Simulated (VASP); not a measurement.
A run of VASP 6.6.1 is set up as follows.

POSCAR

```
P
1.0
    3.1540000000      0.0000000000      0.0000000000
   -1.5770000000      2.7314441236      0.0000000000
    0.0000000000      0.0000000000     28.0000000000
P
2
Direct
    0.3333333333      0.6666666667      0.5234107143
    0.6666666667      0.3333333333      0.4765892857
```

Contents of INCAR.step1:

```
SYSTEM = P
PREC = Accurate
ENCUT = 520
ISMEAR = 0
SIGMA = 0.02
LREAL = .False.
LASPH = .True.
NELM = 60
LDIPOL = .True.
IDIPOL = 3
DIPOL = 0.5 0.5 0.500
NBANDS = 12
GGA = PE
ALGO = Normal
EDIFF = 1E-4
LWAVE = .True.
LCHARG = .False.
```

The input INCAR.step2:

```
SYSTEM = P
PREC = Accurate
ENCUT = 520
EDIFF = 1E-6
ISMEAR = 0
SIGMA = 0.02
LREAL = .False.
LASPH = .True.
NELM = 60
ALGO = Normal
ISIF = 2
LWAVE = .False.
LCHARG = .False.
LDIPOL = .True.
IDIPOL = 3
DIPOL = 0.5 0.5 0.500
METAGGA = R2SCAN
LMIXTAU = .True.
NBANDS = 12
ISTART = 1
```

Contents of KPOINTS:

```
regular mesh
0
Gamma
  9 9 1
  0 0 0
```

Potentials or basis: VASP PAW PBE potentials, release 64 (P).

Launch:

```console
$ cat potpaw_PBE.64/P/POTCAR > POTCAR
$ cp INCAR.step1 INCAR
$ mpirun -np 1 vasp_std > vasp.out
$ cp INCAR.step2 INCAR
$ mpirun -np 1 vasp_std > vasp.out
```

Problem. What does it give for the largest force?

Solution. 1.313 eV/Å.

Problem. Predict the band gap on the k mesh.

Solution. 1.32 eV (least direct gap 2.84 eV).

Forces in eV/Å, atoms in the order of the input:
```
P    0.000  0.000 -1.313
P    0.000  0.000  1.313
```

Caveat: the PAW data sets were made with another functional, which shifts forces and pressure a little.
